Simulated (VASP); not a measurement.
# AlN (P6_3mc) in VASP: notebook

The runs below take AlN through single point, with r2SCAN.

Program: VASP 6.6.1. These are calculated values, not measurements. Logs are shortened: lines on timing, memory, paths and dates and some standing lists are left out, and cuts for length are marked.

## Step 1: The cell of the first run

The structure is hexagonal, space group P6_3mc (No. 186). The conventional cell has a = 3.089 Å, b = 3.089 Å, c = 4.944 Å, α = 90.00°, β = 90.00°, γ = 120.00°. Within 2.5 Å of Al (site symmetry 3m) lie 4 N at 1.88 to 1.89 Å. Within 2.5 Å of N (site symmetry 3m) lie 4 Al at 1.88 to 1.89 Å.

## Step 2: Single point, r2SCAN

The input, POSCAR:

```
AlN
1.0
    3.0889974029      0.0000000000      0.0000000000
   -1.5444987015      2.6751502232      0.0000000000
    0.0000000000      0.0000000000      4.9440016551
Al N
2 2
Direct
    0.3333333333      0.6666666667     -0.0009813578
    0.6666666667      0.3333333333      0.4990186422
    0.3333333333      0.6666666667      0.3809813578
    0.6666666667      0.3333333333      0.8809813578
```

The input, INCAR.step1:

```
SYSTEM = AlN
PREC = Accurate ; ENCUT = 520
ISMEAR = 0 ; SIGMA = 0.01
LREAL = .False. ; LASPH = .True.
NELM = 100 ; NBANDS = 16
GGA = PE ; ALGO = Normal
EDIFF = 1E-4 ; LWAVE = .True.
LCHARG = .False.
```

The input, INCAR.step2:

```
SYSTEM = AlN
PREC = Accurate ; ENCUT = 520
EDIFF = 1E-6 ; ISMEAR = 0
SIGMA = 0.01 ; LREAL = .False.
LASPH = .True. ; NELM = 100
ALGO = Normal ; ISIF = 2
LWAVE = .False. ; LCHARG = .False.
METAGGA = R2SCAN ; LMIXTAU = .True.
NBANDS = 16 ; ISTART = 1
```

The input, KPOINTS:

```
Automatic mesh
0
Gamma
  8 8 4
  0 0 0
```

Potentials or basis: VASP PAW PBE potentials, release 64 (Al, N).

Run with:

```console
cat potpaw_PBE.64/Al/POTCAR potpaw_PBE.64/N/POTCAR > POTCAR
cp INCAR.step1 INCAR
mpirun -np 1 vasp_std > vasp.out
cp INCAR.step2 INCAR
mpirun -np 1 vasp_std > vasp.out
```

OUTCAR:

```text
SYSTEM = AlN
   PREC = Accurate
   ENCUT = 520
   EDIFF = 1E-6
   ISMEAR = 0
   LREAL = .False.
   LASPH = .True.
   NELM = 100
   ISIF = 2
   METAGGA = R2SCAN
   ISTART = 1

 ion  position               nearest neighbor table
   1  0.333  0.667  0.999-   4 1.88   4 1.88   4 1.88   3 1.89   2 3.05   2 3.05   2 3.05   2 3.05
                             2 3.05   2 3.05
   2  0.667  0.333  0.499-   3 1.88   3 1.88   3 1.88   4 1.89   1 3.05   1 3.05   1 3.05   1 3.05
                             1 3.05   1 3.05
   3  0.333  0.667  0.381-   2 1.88   2 1.88   2 1.88   1 1.89
   4  0.667  0.333  0.881-   1 1.88   1 1.88   1 1.88   2 1.89

  LATTYP: Found a hexagonal cell.
 ALAT       =     3.0889974029
 C/A-ratio  =     1.6005198484

  Lattice vectors:

 A1 = (   3.0889974029,   0.0000000000,   0.0000000000)
 A2 = (  -1.5444987015,   2.6751502232,   0.0000000000)
 A3 = (   0.0000000000,   0.0000000000,   4.9440016551)

Analysis of symmetry for initial positions (statically):
=====================================================================
 Subroutine PRICEL returns:
 Original cell was already a primitive cell.

 Routine SETGRP: Setting up the symmetry group for a
 hexagonal supercell.

 Subroutine GETGRP returns: Found 12 space group operations
 (whereof  6 operations were pure point group operations)
 out of a pool of 24 trial point group operations.

The static configuration has the point symmetry C_3v.
 The point group associated with its full space group is C_6v.

Analysis of symmetry for dynamics (positions and initial velocities):
=====================================================================
 Subroutine PRICEL returns:
 Original cell was already a primitive cell.

 Routine SETGRP: Setting up the symmetry group for a
 hexagonal supercell.

 Subroutine GETGRP returns: Found 12 space group operations
 (whereof  6 operations were pure point group operations)
 out of a pool of 24 trial point group operations.

The dynamic configuration has the point symmetry C_3v.
 The point group associated with its full space group is C_6v.

 Subroutine INISYM returns: Found 12 space group operations
 (whereof  6 operations are pure point group operations),
 and found     1 'primitive' translations

----------------------------------------------------------------------------------------

                                     Primitive cell

  volume of cell :      40.8549

  direct lattice vectors                    reciprocal lattice vectors
     3.088997403  0.000000000  0.000000000     0.323729634  0.186905392  0.000000000
    -1.544498702  2.675150223  0.000000000     0.000000000  0.373810783  0.000000000
     0.000000000  0.000000000  4.944001655     0.000000000  0.000000000  0.202265304

  length of vectors
     3.088997403  3.088997403  4.944001655     0.373810783  0.373810783  0.202265304

  position of ions in fractional coordinates (direct lattice)
     0.333333333  0.666666667  0.999018642
     0.666666667  0.333333333  0.499018642
     0.333333333  0.666666667  0.380981358
     0.666666667  0.333333333  0.880981358

  ion indices of the primitive-cell ions
   primitive index   ion index
                 1           1
                 2           2
                 3           3
                 4           4

----------------------------------------------------------------------------------------

 KPOINTS: Automatic mesh

Automatic generation of k-mesh.
 Grid dimensions read from file:
 generate k-points for:    8    8    4

 Generating k-lattice:

  Cartesian coordinates                     Fractional coordinates (reciprocal lattice)
     0.040466204  0.023363174  0.000000000     0.125000000  0.000000000  0.000000000
     0.000000000  0.046726348  0.000000000     0.000000000  0.125000000  0.000000000
     0.000000000  0.000000000  0.050566326     0.000000000  0.000000000  0.250000000

  Length of vectors
     0.046726348  0.046726348  0.050566326

  Shift w.r.t. Gamma in fractional coordinates (k-lattice)
     0.000000000  0.000000000  0.000000000

 Subroutine IBZKPT returns following result:
 ===========================================

 Found     30 irreducible k-points:

 Following reciprocal coordinates:
            Coordinates               Weight
  0.000000  0.000000  0.000000      1.000000
  0.125000  0.000000  0.000000      6.000000
  0.250000  0.000000  0.000000      6.000000
  0.375000  0.000000  0.000000      6.000000
  0.500000  0.000000  0.000000      3.000000
  0.125000  0.125000  0.000000      6.000000
[... 16 lines left out ...]
  0.250000  0.000000  0.500000      6.000000
  0.375000  0.000000  0.500000      6.000000
 [... further k-points ...]
   k-points           NKPTS =     30   k-points in BZ     NKDIM =     30   number of bands    NBANDS=     16
   number of dos      NEDOS =    301   number of ions     NIONS =      4
   total plane-waves  NPLWV =  23040
   dimension x,y,z NGX =    24 NGY =   24 NGZ =   40
   dimension x,y,z NGXF=    48 NGYF=   48 NGZF=   80
   ions per type =               2   2
   NGX,Y,Z   is equivalent  to a cutoff of  12.92, 12.92, 13.45 a.u.
   NGXF,Y,Z  is equivalent  to a cutoff of  25.83, 25.83, 26.90 a.u.
 SYSTEM =  AlN
   PREC   = accura    normal or accurate (medium, high low for compatibility)
   ISTART =      1    job   : 0-new  1-cont  2-samecut
   ICHARG =      0    charge: 1-file 2-atom 10-const
   ISPIN  =      1    spin polarized calculation?
   LNONCOLLINEAR =      F non collinear calculations
   LSORBIT =      F    spin-orbit coupling
   LASPH  =      T    aspherical Exc in radial PAW
   ENCUT  =  520.0 eV  38.22 Ry    6.18 a.u.   5.74  5.74  9.19*2*pi/ulx,y,z
   NELM   =    100;   NELMIN=  2; NELMDL=  0     # of ELM steps
   EDIFF  = 0.1E-05   stopping-criterion for ELM
   LREAL  =      F    real-space projection
   EDIFFG = 0.1E-04   stopping-criterion for IOM
   NSW    =      0    number of steps for IOM
   IBRION =     -1    ionic relax: 0-MD 1-quasi-New 2-CG
   NFREE  =      0    steps in history (QN), initial steepest desc. (CG)
   ISIF   =      2    stress and relaxation
   ISYM   =      2    0-nonsym 1-usesym 2-fastsym
   POTIM  = 0.5000    time-step for ionic-motion
   TEBEG  =    0.0;   TEEND  =   0.0 temperature during run
   PSTRESS=    0.0 pullay stress
   NELECT =      16.0000    total number of electrons
   NUPDOWN=      -1.0000    fix difference up-down
   EMIN   =  10.00;   EMAX   =-10.00  energy-range for DOS
   EFERMI =   0.00;   METHOD = LEGACY
   ISMEAR =     0;   SIGMA  =   0.01  broadening in eV -4-tet -1-fermi 0-gaus
   EFERMI_NEDOS =   21; number of points for ismear=-14 and -15
   IALGO  =     38    algorithm
   IMIX   =      4    mixing-type and parameters
     AMIX     =   0.40;   BMIX     =  1.00
     AMIX_MAG =   1.60;   BMIX_MAG =  1.00
  volume/ion in A,a.u.               =      10.21        68.93
  Fermi-wavevector in a.u.,A,eV,Ry     =   1.197751  2.263422 19.519035  1.434609
  Thomas-Fermi vector in A             =   2.333658
   LORBIT       =      0    0 simple, 1 ext, 2 COOP (PROOUT), +10 PAW based schemes
   METAGGA = R2SCAN    functional components
   LHFCALC =     F    Hartree Fock is set to
   AEXX    =    0.0000 exact exchange contribution
   IVDW    =     0    specifies the selected vdW correction
   LEPSILON=     F    determine dielectric tensor
   LRPA    =     F    only Hartree local field effects (RPA)
 non-spin polarized calculation
 Gauss-broadening in eV      SIGMA  =   0.01
  energy-cutoff  :      520.00
  volume of cell :       40.85
 maximum number of plane-waves:      1124
 NGX is ok and might be reduce to    24
   NGX = 11   NGY = 11   NGZ = 19

 number of electron      15.9999996 magnetization

 Free energy of the ion-electron system (eV)
  ---------------------------------------------------
  ext. energy  EPLUGINS =         0.00000000
  ---------------------------------------------------
  free energy    TOTEN  =       -38.44796221 eV

  energy without entropy =      -38.44796221  energy(sigma->0) =      -38.44796221

 E-fermi :   6.2254     XC(G=0): -11.5007

 val. band max:        6.1048057157   @ k =   0.0000   0.0000   0.0000
 cond. band min:      11.1882061002   @ k =   0.0000   0.0000   0.0000
 fundamental gap:      5.0834003845
 Fermi energy:         6.2253996789

 k-point     1 :       0.0000    0.0000    0.0000
  band No.  band energies     occupation
      1      -9.9984      2.00000
      2      -7.8139      2.00000
      3      -0.0542      2.00000
      4       5.1940      2.00000
      5       5.1940      2.00000
      6       5.8624      2.00000
[... 8 lines left out ...]
     15      20.3936      0.00000
     16      20.3993      0.00000

 k-point     2 :       0.1250    0.0000    0.0000
  band No.  band energies     occupation
      1      -9.7952      2.00000
      2      -7.7021      2.00000
      3       0.1901      2.00000
      4       4.3204      2.00000
      5       4.9429      2.00000
      6       5.0510      2.00000
[... 8 lines left out ...]
     15      20.0539      0.00000
     16      20.2433      0.00000

 k-point     3 :       0.2500    0.0000    0.0000
  band No.  band energies     occupation
      1      -9.2306      2.00000
      2      -7.4399      2.00000
      3       0.8910      2.00000
      4       2.5619      2.00000
      5       3.5897      2.00000
      6       4.4629      2.00000
[... 8 lines left out ...]
     15      19.4582      0.00000
     16      20.5226      0.00000

 k-point     4 :       0.3750    0.0000    0.0000
  band No.  band energies     occupation
      1      -8.4737      2.00000
      2      -7.2526      2.00000
      3       1.0777      2.00000
      4       1.9125      2.00000
      5       2.3432      2.00000
      6       4.0713      2.00000
[... 8 lines left out ...]
     15      19.5512      0.00000
     16      22.3247      0.00000
[... 324 lines left out ...]
 k-point    22 :       0.1250    0.0000    0.5000
  band No.  band energies     occupation
      1      -8.9114      2.00000
      2      -8.9114      2.00000
      3       2.6209      2.00000
      4       2.6209      2.00000
      5       4.9924      2.00000
      6       4.9924      2.00000
[... 8 lines left out ...]
     15      19.0644      0.00000
     16      19.0644      0.00000

 k-point    23 :       0.2500    0.0000    0.5000
  band No.  band energies     occupation
      1      -8.4450      2.00000
      2      -8.4450      2.00000
      3       1.9797      2.00000
      4       1.9797      2.00000
      5       4.4519      2.00000
      6       4.4519      2.00000
[... 8 lines left out ...]
     15      20.0415      0.00000
     16      20.0415      0.00000

 k-point    24 :       0.3750    0.0000    0.5000
  band No.  band energies     occupation
      1      -7.8901      2.00000
      2      -7.8901      2.00000
      3       0.8753      2.00000
      4       0.8753      2.00000
      5       4.5622      2.00000
      6       4.5622      2.00000
[... 8 lines left out ...]
     15      20.4873      0.00000
     16      20.4873      0.00000

 [... further k-points ...]
[... 5 lines left out ...]
  --------------------------------------------------------------------------------------
  -------------------------------------------------------------------------------------
  Total        0.9212893      0.9212893      0.9264446     -0.0000000      0.0000000      0.0000000
  in kB       36.1295284     36.1295284     36.3317001     -0.0000000      0.0000000      0.0000000
  external PRESSURE =      36.1969190 kB  Pullay stress =       0.0000000 kB

 VOLUME and BASIS-vectors are now :
 -----------------------------------------------------------------------------
  energy-cutoff  :      520.00
  volume of cell :       40.85
      direct lattice vectors                 reciprocal lattice vectors
     3.088997403  0.000000000  0.000000000     0.323729634  0.186905392  0.000000000
    -1.544498702  2.675150223  0.000000000     0.000000000  0.373810783  0.000000000
     0.000000000  0.000000000  4.944001655     0.000000000  0.000000000  0.202265304

 POSITION                                       TOTAL-FORCE (eV/Angst)
 -----------------------------------------------------------------------------------
     -0.00000      1.78343      4.93915        -0.000000      0.000000     -0.001815
      1.54450      0.89172      2.46715         0.000000     -0.000000     -0.001815
     -0.00000      1.78343      1.88357        -0.000000     -0.000000      0.001815
      1.54450      0.89172      4.35557        -0.000000     -0.000000      0.001815
 -----------------------------------------------------------------------------------
    total drift:                               -0.000000     -0.000000     -0.024375

  FREE ENERGIE OF THE ION-ELECTRON SYSTEM (eV)
  ---------------------------------------------------
  free  energy   TOTEN  =       -38.4479622079 eV

  energy  without entropy=      -38.4479622079  energy(sigma->0) =      -38.44796221
```

It took 53 s on 1 thread of Intel Xeon Platinum 8375C at 2.90GHz (Ice Lake), shared host; peak memory 0.16 GiB.

What came out:

* Free energy: -38.4480 eV
* Pressure: 3.6 GPa
* Band gap on the k mesh: 5.08 eV, direct

Caveat: the PAW data sets were made with another functional, which shifts forces and pressure a little. r2SCAN opens gaps a little over a GGA but as a rule still falls short of measured ones.

## Step 3: Single point, r2SCAN

This run uses another cell than the first one, of 10.08 Å³/atom, 0.987 times its volume.

The input, POSCAR:

```
AlN
1.0
    3.0766195959      0.0000000000      0.0000000000
   -1.5383097979      2.6644307278      0.0000000000
    0.0000000000      0.0000000000      4.9193478695
Al N
2 2
Direct
    0.3333333333      0.6666666667     -0.0011228455
    0.6666666667      0.3333333333      0.4988771545
    0.3333333333      0.6666666667      0.3811228455
    0.6666666667      0.3333333333      0.8811228455
```

The input, INCAR.step1:

```
SYSTEM = AlN
PREC = Accurate
ENCUT = 520
ISMEAR = 0
SIGMA = 0.01
LREAL = .False.
LASPH = .True.
NELM = 60
NBANDS = 16
GGA = PE
ALGO = Normal
EDIFF = 1E-4
LWAVE = .True.
LCHARG = .False.
```

The input, INCAR.step2:

```
SYSTEM = AlN
PREC = Accurate
ENCUT = 520
EDIFF = 1E-6
ISMEAR = 0
SIGMA = 0.01
LREAL = .False.
LASPH = .True.
NELM = 60
ALGO = Normal
ISIF = 2
LWAVE = .False.
LCHARG = .False.
METAGGA = R2SCAN
LMIXTAU = .True.
NBANDS = 16
ISTART = 1
```

The input, KPOINTS:

```
regular mesh
0
Gamma
  8 8 4
  0 0 0
```

Potentials or basis: VASP PAW PBE potentials, release 64 (Al, N).

Run with:

```console
cat potpaw_PBE.64/Al/POTCAR potpaw_PBE.64/N/POTCAR > POTCAR
cp INCAR.step1 INCAR
mpirun -np 1 vasp_std > vasp.out
cp INCAR.step2 INCAR
mpirun -np 1 vasp_std > vasp.out
```

It took 47 s on 1 thread of Intel Xeon Platinum 8375C at 2.90GHz (Ice Lake), shared host; peak memory 0.16 GiB.

It converged, with:

* Free energy: -38.4305 eV
* Pressure: 6.6 GPa
* Band gap on the k mesh: 5.20 eV, direct

Levels at points of the mesh, in eV from the valence-band top:
| k point | band 4 | band 5 | band 6 | band 7 | band 8 | band 9 | band 10 | band 11 | band 12 | band 13 |
| --- | --- | --- | --- | --- | --- | --- | --- | --- | --- | --- |
| (0.00, 0.00, 0.00) | -0.93 | -0.93 | -0.26 | -0.26 | 0.00 | 5.20 | 7.79 | 11.89 | 12.24 | 12.24 |
| (0.50, 0.00, 0.00) | -4.31 | -3.48 | -2.21 | -1.83 | -0.74 | 6.53 | 6.65 | 9.32 | 11.48 | 11.89 |
| (0.00, 0.00, 0.50) | -3.43 | -0.60 | -0.60 | -0.60 | -0.60 | 7.53 | 7.53 | 11.58 | 11.58 | 12.55 |
| (0.50, 0.00, 0.50) | -5.81 | -1.55 | -1.55 | -1.43 | -1.43 | 6.11 | 6.11 | 10.33 | 10.33 | 13.32 |

Caveat: the PAW data sets were made with another functional, which shifts forces and pressure a little.

[end of part 1 of 2]
